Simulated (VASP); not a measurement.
# AlRu (P4/mmm) in VASP: notebook

Runs on AlRu. Level: PBEsol. Tasks: single point.

Everything below comes from runs of VASP 6.6.1. Logs are shortened: lines on timing, memory, paths and dates and some standing lists are left out, and cuts for length are marked.

**1. The cell of the first run**

The structure is tetragonal, space group P4/mmm (No. 123). Conventional cell: a = 3.017 Å, b = 3.017 Å, c = 2.896 Å, α = 90.00°, β = 90.00°, γ = 90.00°. Within 3.4 Å of Al (site symmetry 4/mmm) lie 8 Ru at 2.58 Å and 6 Al at 2.90 to 3.02 Å. Within 3.4 Å of Ru (site symmetry 4/mmm) lie 8 Al at 2.58 Å and 6 Ru at 2.90 to 3.02 Å.

**2. Single point, PBEsol**

INCAR reads:

```
SYSTEM = AlRu
  PREC = Accurate
  ENCUT = 520
  EDIFF = 1E-7
  ISMEAR = 0
  SIGMA = 0.15
  LREAL = .False.
  LASPH = .True.
  NELM = 80
  ALGO = Fast
  ISIF = 2
  LWAVE = .False.
  LCHARG = .False.
  GGA = PS
  NBANDS = 16
```

KPOINTS reads:

```
regular mesh
0
Gamma
  22 22 22
  0 0 0
```

POSCAR reads:

```
AlRu
1.0
    3.0171855999      0.0000000000      0.0000000000
    0.0000000000      3.0171855999      0.0000000000
    0.0000000000      0.0000000000      2.8964981759
Al Ru
1 1
Direct
    0.0000000000      0.0000000000      0.0000000000
    0.5000000000      0.5000000000      0.5000000000
```

Potentials or basis: VASP PAW PBE potentials, release 64 (Al, Ru_pv).

Command:

```console
cat potpaw_PBE.64/Al/POTCAR potpaw_PBE.64/Ru_pv/POTCAR > POTCAR
mpirun -np 1 vasp_std > vasp.out
```

OUTCAR:

```text
SYSTEM = AlRu
   PREC = Accurate
   ENCUT = 520
   EDIFF = 1E-7
   ISMEAR = 0
   LREAL = .False.
   LASPH = .True.
   NELM = 80
   ISIF = 2
   GGA = PS

 ion  position               nearest neighbor table
   1  0.000  0.000  0.000-   2 2.58   2 2.58   2 2.58   2 2.58   2 2.58   2 2.58   2 2.58   2 2.58

   2  0.500  0.500  0.500-   1 2.58   1 2.58   1 2.58   1 2.58   1 2.58   1 2.58   1 2.58   1 2.58

  LATTYP: Found a simple tetragonal cell.
 ALAT       =     3.0171855999
 C/A-ratio  =     0.9600000000

  Lattice vectors:

 A1 = (   3.0171855999,   0.0000000000,   0.0000000000)
 A2 = (   0.0000000000,   3.0171855999,   0.0000000000)
 A3 = (   0.0000000000,   0.0000000000,   2.8964981759)

Analysis of symmetry for initial positions (statically):
=====================================================================
 Subroutine PRICEL returns:
 Original cell was already a primitive cell.

 Routine SETGRP: Setting up the symmetry group for a
 simple tetragonal supercell.

 Subroutine GETGRP returns: Found 16 space group operations
 (whereof 16 operations were pure point group operations)
 out of a pool of 16 trial point group operations.

The static configuration has the point symmetry D_4h.

Analysis of symmetry for dynamics (positions and initial velocities):
=====================================================================
 Subroutine PRICEL returns:
 Original cell was already a primitive cell.

 Routine SETGRP: Setting up the symmetry group for a
 simple tetragonal supercell.

 Subroutine GETGRP returns: Found 16 space group operations
 (whereof 16 operations were pure point group operations)
 out of a pool of 16 trial point group operations.

The dynamic configuration has the point symmetry D_4h.

 Subroutine INISYM returns: Found 16 space group operations
 (whereof 16 operations are pure point group operations),
 and found     1 'primitive' translations

----------------------------------------------------------------------------------------

                                     Primitive cell

  volume of cell :      26.3680

  direct lattice vectors                    reciprocal lattice vectors
     3.017185600  0.000000000  0.000000000     0.331434699  0.000000000  0.000000000
     0.000000000  3.017185600  0.000000000     0.000000000  0.331434699  0.000000000
     0.000000000  0.000000000  2.896498176     0.000000000  0.000000000  0.345244478

  length of vectors
     3.017185600  3.017185600  2.896498176     0.331434699  0.331434699  0.345244478

  position of ions in fractional coordinates (direct lattice)
     0.000000000  0.000000000  0.000000000
     0.500000000  0.500000000  0.500000000

  ion indices of the primitive-cell ions
   primitive index   ion index
                 1           1
                 2           2

----------------------------------------------------------------------------------------

 KPOINTS: regular mesh

Automatic generation of k-mesh.
 Grid dimensions read from file:
 generate k-points for:   22   22   22

 Generating k-lattice:

  Cartesian coordinates                     Fractional coordinates (reciprocal lattice)
     0.015065214  0.000000000  0.000000000     0.045454545  0.000000000  0.000000000
     0.000000000  0.015065214  0.000000000     0.000000000  0.045454545  0.000000000
     0.000000000  0.000000000  0.015692931     0.000000000  0.000000000  0.045454545

  Length of vectors
     0.015065214  0.015065214  0.015692931

  Shift w.r.t. Gamma in fractional coordinates (k-lattice)
     0.000000000  0.000000000  0.000000000

 Subroutine IBZKPT returns following result:
 ===========================================

 Found    936 irreducible k-points:

 Following reciprocal coordinates:
            Coordinates               Weight
  0.000000  0.000000  0.000000      1.000000
  0.045455  0.000000  0.000000      4.000000
  0.090909  0.000000  0.000000      4.000000
  0.136364  0.000000  0.000000      4.000000
  0.181818  0.000000  0.000000      4.000000
  0.227273  0.000000  0.000000      4.000000
[... 16 lines left out ...]
  0.500000  0.045455  0.000000      4.000000
  0.090909  0.090909  0.000000      4.000000
 [... further k-points ...]
   k-points           NKPTS =    936   k-points in BZ     NKDIM =    936   number of bands    NBANDS=     16
   number of dos      NEDOS =    301   number of ions     NIONS =      2
   total plane-waves  NPLWV =  13824
   dimension x,y,z NGX =    24 NGY =   24 NGZ =   24
   dimension x,y,z NGXF=    48 NGYF=   48 NGZF=   48
   ions per type =               1   1
   NGX,Y,Z   is equivalent  to a cutoff of  13.22, 13.22, 13.77 a.u.
   NGXF,Y,Z  is equivalent  to a cutoff of  26.45, 26.45, 27.55 a.u.
 SYSTEM =  AlRu
   PREC   = accura    normal or accurate (medium, high low for compatibility)
   ISTART =      0    job   : 0-new  1-cont  2-samecut
   ICHARG =      2    charge: 1-file 2-atom 10-const
   ISPIN  =      1    spin polarized calculation?
   LNONCOLLINEAR =      F non collinear calculations
   LSORBIT =      F    spin-orbit coupling
   LASPH  =      T    aspherical Exc in radial PAW
   ENCUT  =  520.0 eV  38.22 Ry    6.18 a.u.   5.61  5.61  5.39*2*pi/ulx,y,z
   NELM   =     80;   NELMIN=  2; NELMDL= -5     # of ELM steps
   EDIFF  = 0.1E-06   stopping-criterion for ELM
   LREAL  =      F    real-space projection
   EDIFFG = 0.1E-05   stopping-criterion for IOM
   NSW    =      0    number of steps for IOM
   IBRION =     -1    ionic relax: 0-MD 1-quasi-New 2-CG
   NFREE  =      0    steps in history (QN), initial steepest desc. (CG)
   ISIF   =      2    stress and relaxation
   ISYM   =      2    0-nonsym 1-usesym 2-fastsym
   POTIM  = 0.5000    time-step for ionic-motion
   TEBEG  =    0.0;   TEEND  =   0.0 temperature during run
   PSTRESS=    0.0 pullay stress
   NELECT =      17.0000    total number of electrons
   NUPDOWN=      -1.0000    fix difference up-down
   EMIN   =  10.00;   EMAX   =-10.00  energy-range for DOS
   EFERMI =   0.00;   METHOD = LEGACY
   ISMEAR =     0;   SIGMA  =   0.15  broadening in eV -4-tet -1-fermi 0-gaus
   EFERMI_NEDOS =   21; number of points for ismear=-14 and -15
   IALGO  =     68    algorithm
   IMIX   =      4    mixing-type and parameters
     AMIX     =   0.40;   BMIX     =  1.00
     AMIX_MAG =   1.60;   BMIX_MAG =  1.00
  volume/ion in A,a.u.               =      13.18        88.97
  Fermi-wavevector in a.u.,A,eV,Ry     =   1.414269  2.672581 27.213787  2.000157
  Thomas-Fermi vector in A             =   2.535829
   LORBIT       =      0    0 simple, 1 ext, 2 COOP (PROOUT), +10 PAW based schemes
   GGA     = PS    functional components
   LHFCALC =     F    Hartree Fock is set to
   AEXX    =    0.0000 exact exchange contribution
   IVDW    =     0    specifies the selected vdW correction
   LEPSILON=     F    determine dielectric tensor
   LRPA    =     F    only Hartree local field effects (RPA)
 non-spin polarized calculation
 RMM-DIIS sequential band-by-band and
 Gauss-broadening in eV      SIGMA  =   0.15
  energy-cutoff  :      520.00
  volume of cell :       26.37
 maximum number of plane-waves:       727
 NGX is ok and might be reduce to    24

 number of electron      17.0000002 magnetization

 Free energy of the ion-electron system (eV)
  ---------------------------------------------------
  ext. energy  EPLUGINS =         0.00000000
  ---------------------------------------------------
  free energy    TOTEN  =       -15.51122180 eV

  energy without entropy =      -15.49349583  energy(sigma->0) =      -15.50235882

 E-fermi :  10.8338     XC(G=0): -12.7656

 val. band max:       10.8326775435   @ k =   0.0909   0.0909   0.5000
 cond. band min:      10.8341267739   @ k =   0.0000   0.0000   0.0000
 fundamental gap:      0.0014492304
 Fermi energy:        10.8338471563

 k-point     1 :       0.0000    0.0000    0.0000
  band No.  band energies     occupation
      1     -30.9167      2.00000
      2     -30.9167      2.00000
      3     -30.8635      2.00000
      4       1.0381      2.00000
      5       7.1285      2.00000
      6       7.1383      2.00000
[... 8 lines left out ...]
     15      22.8122      0.00000
     16      26.2468      0.00000

 k-point     2 :       0.0455    0.0000    0.0000
  band No.  band energies     occupation
      1     -30.9207      2.00000
      2     -30.9163      2.00000
      3     -30.8631      2.00000
      4       1.0776      2.00000
      5       7.1417      2.00000
      6       7.1507      2.00000
[... 8 lines left out ...]
     15      22.8123      0.00000
     16      26.3461      0.00000

 k-point     3 :       0.0909    0.0000    0.0000
  band No.  band energies     occupation
      1     -30.9324      2.00000
      2     -30.9154      2.00000
      3     -30.8622      2.00000
      4       1.1953      2.00000
      5       7.1752      2.00000
      6       7.1888      2.00000
[... 8 lines left out ...]
     15      22.8128      0.00000
     16      26.6596      0.00000

 k-point     4 :       0.1364    0.0000    0.0000
  band No.  band energies     occupation
      1     -30.9509      2.00000
      2     -30.9138      2.00000
      3     -30.8608      2.00000
      4       1.3890      2.00000
      5       7.2135      2.00000
      6       7.2527      2.00000
[... 8 lines left out ...]
     15      22.9750      0.00000
     16      27.2181      0.00000
[... 324 lines left out ...]
 k-point    22 :       0.4545    0.0455    0.0000
  band No.  band energies     occupation
      1     -31.1081      2.00000
      2     -30.9042      2.00000
      3     -30.8477      2.00000
      4       4.4392      2.00000
      5       5.5887      2.00000
      6       7.8929      2.00000
[... 8 lines left out ...]
     15      24.4878      0.00000
     16      24.5203      0.00000

 k-point    23 :       0.5000    0.0455    0.0000
  band No.  band energies     occupation
      1     -31.1120      2.00000
      2     -30.9039      2.00000
      3     -30.8474      2.00000
      4       4.8887      2.00000
      5       5.1504      2.00000
      6       7.9111      2.00000
[... 8 lines left out ...]
     15      24.1662      0.00000
     16      24.5177      0.00000

 k-point    24 :       0.0909    0.0909    0.0000
  band No.  band energies     occupation
      1     -30.9318      2.00000
      2     -30.9303      2.00000
      3     -30.8610      2.00000
      4       1.3505      2.00000
      5       7.2286      2.00000
      6       7.2374      2.00000
[... 8 lines left out ...]
     15      22.8130      0.00000
     16      27.0546      0.00000

 [... further k-points ...]

------------------------ aborting loop because EDIFF is reached ----------------------------------------

  FORCE on cell =-STRESS in cart. coord.  units (eV):
  Direction    XX          YY          ZZ          XY          YZ          ZX
  --------------------------------------------------------------------------------------
  -------------------------------------------------------------------------------------
  Total       -0.3739523     -0.3739523      0.8738870      0.0000000      0.0000000      0.0000000
  in kB      -22.7221540    -22.7221540     53.0992694      0.0000000      0.0000000      0.0000000
  external PRESSURE =       2.5516538 kB  Pullay stress =       0.0000000 kB

 VOLUME and BASIS-vectors are now :
 -----------------------------------------------------------------------------
  energy-cutoff  :      520.00
  volume of cell :       26.37
      direct lattice vectors                 reciprocal lattice vectors
     3.017185600  0.000000000  0.000000000     0.331434699  0.000000000  0.000000000
     0.000000000  3.017185600  0.000000000     0.000000000  0.331434699  0.000000000
     0.000000000  0.000000000  2.896498176     0.000000000  0.000000000  0.345244478

 POSITION                                       TOTAL-FORCE (eV/Angst)
 -----------------------------------------------------------------------------------
      0.00000      0.00000      0.00000         0.000000      0.000000      0.000000
      1.50859      1.50859      1.44825         0.000000      0.000000      0.000000
 -----------------------------------------------------------------------------------
    total drift:                                0.000000     -0.000000     -0.000000

  FREE ENERGIE OF THE ION-ELECTRON SYSTEM (eV)
  ---------------------------------------------------
  free  energy   TOTEN  =       -15.5112218040 eV

  energy  without entropy=      -15.4934958349  energy(sigma->0) =      -15.50235882
```

Wall time 5.4 min (1 thread of Intel Xeon 8259CL, shared host); peak memory 0.47 GiB.

What came out:

```
Free energy            : -15.5112 eV
Pressure               : 0.3 GPa
Band gap on the k mesh : zero (an odd number of electrons rules out a gap without spin polarisation)
```

Caveat: the PAW data sets were made with another functional, which shifts forces and pressure a little.

**3. Single point, PBEsol**

This run uses another cell than the first one, of the same volume but with other edges.

INCAR reads:

```
PREC = Accurate
ENCUT = 520
EDIFF = 1E-7
ISMEAR = 0
SIGMA = 0.15
LREAL = F
LASPH = T
NELM = 60
ALGO = Fast
ISIF = 2
LWAVE = F
LCHARG = F
GGA = PS
NBANDS = 16
```

KPOINTS reads:

```
Automatic mesh
0
Gamma
  22 22 22
```

POSCAR reads:

```
AlRu
1.0
    2.9283928488      0.0000000000      0.0000000000
    0.0000000000      2.9283928488      0.0000000000
    0.0000000000      0.0000000000      3.0748124912
Al Ru
1 1
Direct
    0.0000000000      0.0000000000      0.0000000000
    0.5000000000      0.5000000000      0.5000000000
```

Potentials or basis: VASP PAW PBE potentials, release 64 (Al, Ru_pv).

Command:

```console
cat potpaw_PBE.64/Al/POTCAR potpaw_PBE.64/Ru_pv/POTCAR > POTCAR
mpirun -np 1 vasp_std > vasp.out
```

OUTCAR:

```text
PREC = Accurate
   ENCUT = 520
   EDIFF = 1E-7
   ISMEAR = 0
   LREAL = F
   LASPH = T
   NELM = 60
   ISIF = 2
   GGA = PS

 ion  position               nearest neighbor table
   1  0.000  0.000  0.000-   2 2.58   2 2.58   2 2.58   2 2.58   2 2.58   2 2.58   2 2.58   2 2.58

   2  0.500  0.500  0.500-   1 2.58   1 2.58   1 2.58   1 2.58   1 2.58   1 2.58   1 2.58   1 2.58

  LATTYP: Found a simple tetragonal cell.
 ALAT       =     2.9283928488
 C/A-ratio  =     1.0500000000

  Lattice vectors:

 A1 = (   2.9283928488,   0.0000000000,   0.0000000000)
 A2 = (   0.0000000000,   2.9283928488,   0.0000000000)
 A3 = (   0.0000000000,   0.0000000000,   3.0748124912)

Analysis of symmetry for initial positions (statically):
=====================================================================
 Subroutine PRICEL returns:
 Original cell was already a primitive cell.

 Routine SETGRP: Setting up the symmetry group for a
 simple tetragonal supercell.

 Subroutine GETGRP returns: Found 16 space group operations
 (whereof 16 operations were pure point group operations)
 out of a pool of 16 trial point group operations.
[... 164 lines left out ...]

 E-fermi :  10.8373     XC(G=0): -12.7656

 val. band max:       10.8352780588   @ k =   0.5000   0.2273   0.1818
 cond. band min:      10.8383511792   @ k =   0.2273   0.0909   0.0000
 fundamental gap:      0.0030731205
 Fermi energy:        10.8373369791

 k-point     1 :       0.0000    0.0000    0.0000
  band No.  band energies     occupation
      1     -30.9367      2.00000
      2     -30.8764      2.00000
      3     -30.8764      2.00000
      4       1.0371      2.00000
      5       7.1164      2.00000
      6       7.1488      2.00000
[... 433 lines left out ...]
      3     -30.8947      2.00000
      4       1.3661      2.00000
      5       7.2494      2.00000
      6       7.2883      2.00000
[... 8 lines left out ...]
     15      22.8156      0.00000
     16      27.2870      0.00000

 [... further k-points ...]

------------------------ aborting loop because EDIFF is reached ----------------------------------------

  FORCE on cell =-STRESS in cart. coord.  units (eV):
  Direction    XX          YY          ZZ          XY          YZ          ZX
  --------------------------------------------------------------------------------------
  -------------------------------------------------------------------------------------
  Total        0.5077014      0.5077014     -0.8640125      0.0000000      0.0000000      0.0000000
  in kB       30.8490410     30.8490410    -52.4992717      0.0000000      0.0000000      0.0000000
  external PRESSURE =       3.0662701 kB  Pullay stress =       0.0000000 kB

 VOLUME and BASIS-vectors are now :
 -----------------------------------------------------------------------------
  energy-cutoff  :      520.00
  volume of cell :       26.37
      direct lattice vectors                 reciprocal lattice vectors
     2.928392849  0.000000000  0.000000000     0.341484238  0.000000000  0.000000000
     0.000000000  2.928392849  0.000000000     0.000000000  0.341484238  0.000000000
     0.000000000  0.000000000  3.074812491     0.000000000  0.000000000  0.325223084

 POSITION                                       TOTAL-FORCE (eV/Angst)
 -----------------------------------------------------------------------------------
      0.00000      0.00000      0.00000         0.000000      0.000000      0.000000
      1.46420      1.46420      1.53741         0.000000      0.000000      0.000000
 -----------------------------------------------------------------------------------
    total drift:                                0.000000     -0.000000     -0.000000

  FREE ENERGIE OF THE ION-ELECTRON SYSTEM (eV)
  ---------------------------------------------------
  free  energy   TOTEN  =       -15.5053320393 eV

  energy  without entropy=      -15.4876167251  energy(sigma->0) =      -15.49647438
```

OSZICAR:

```text
N       E                     dE             d eps       ncg     rms          rms(c)
DAV:   1     0.114852364568E+03    0.11485E+03   -0.91611E+03 30632   0.989E+02
DAV:   2    -0.144066292605E+02   -0.12926E+03   -0.12317E+03 35192   0.293E+02
DAV:   3    -0.162872542971E+02   -0.18806E+01   -0.18750E+01 38648   0.368E+01
DAV:   4    -0.163006300568E+02   -0.13376E-01   -0.13358E-01 37136   0.328E+00
DAV:   5    -0.163008171369E+02   -0.18708E-03   -0.18685E-03 36744   0.372E-01    0.137E+01
RMM:   6    -0.156027062019E+02    0.69811E+00   -0.23164E+00 30758   0.118E+01    0.242E+00
RMM:   7    -0.155236375404E+02    0.79069E-01   -0.13983E-01 31793   0.305E+00    0.207E+00
RMM:   8    -0.155056255744E+02    0.18012E-01   -0.17224E-02 33118   0.923E-01    0.204E-01
RMM:   9    -0.155053402265E+02    0.28535E-03   -0.13154E-03 34347   0.300E-01    0.134E-01
RMM:  10    -0.155053320048E+02    0.82216E-05   -0.18174E-04 36052   0.123E-01    0.389E-02
RMM:  11    -0.155053336726E+02   -0.16677E-05   -0.44182E-05 35889   0.550E-02    0.207E-02
RMM:  12    -0.155053322782E+02    0.13944E-05   -0.12067E-05 37000   0.288E-02    0.163E-02
RMM:  13    -0.155053326044E+02   -0.32612E-06   -0.21554E-06 36384   0.122E-02    0.290E-02
RMM:  14    -0.155053322976E+02    0.30679E-06   -0.27324E-07 30113   0.454E-03    0.244E-02
RMM:  15    -0.155053321347E+02    0.16287E-06   -0.63889E-08 23004   0.208E-03    0.138E-02
RMM:  16    -0.155053320393E+02    0.95399E-07   -0.16260E-08 20470   0.108E-03
   1 F= -.15505332E+02 E0= -.15496474E+02  d E =-.177153E-01
```

Run time: 5.5 min. Hardware: 1 thread of Intel Xeon 8259CL, shared host; peak memory 0.47 GiB.

What came out:

```yaml
Free_energy: -15.5053 eV
Pressure: 0.3 GPa
Band_gap_on_the_k_mesh: zero (an odd number of electrons rules out a gap without spin polarisation)
```

Stress tensor (GPa, compression positive):
```
 3.08  0.00  0.00
 0.00  3.08  0.00
 0.00  0.00 -5.25
```

Caveat: the PAW data sets were made with another functional, which shifts forces and pressure a little.
